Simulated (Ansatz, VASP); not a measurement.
# GeW3 in VASP and in Ansatz

```
CELL_PARAMETERS angstrom
0.00000 3.16040 3.16040
3.16040 0.00000 3.16040
3.16040 3.16040 0.00000
ATOMIC_POSITIONS crystal
Ge 0.50000 0.50000 0.50000
W 0.25000 0.25000 0.25000
W 0.00000 0.00000 0.00000
W 0.75000 0.75000 0.75000
```

Change from the starting cell: species swapped into the AlNi3 type (Fm-3m, No. 225).

Alike in both runs: task relaxation of cell and atoms; functional PBE; k mesh 6 × 6 × 6; occupations gaussian, width 0.1 eV; no spin polarisation.

|  | VASP | Ansatz |
| --- | --- | --- |
| version | VASP 6.6.1 | Ansatz 0.2.0 |
| potentials or method | VASP PAW PBE potentials, release 64 (Ge_d, W_sv), cutoff 600 eV | scalar-relativistic, plane waves, PAW |
| valence electrons in the cell | 56 | 56 |

```csv
,VASP,Ansatz,Ansatz less VASP
"gap on the k mesh at the Fermi level, each at its own relaxed structure (eV)",none,none,-
relaxed volume (Å³/atom),15.78,15.78,0.000
relaxed cell length with the largest relative difference (Å),4.469,4.469,0.0000
```

A gap of «none» marks a metal or a gap that the smearing closes.

Spin-orbit coupling is off throughout. Noted on VASP's run: the relaxation stopped at its first step, so nothing moved.
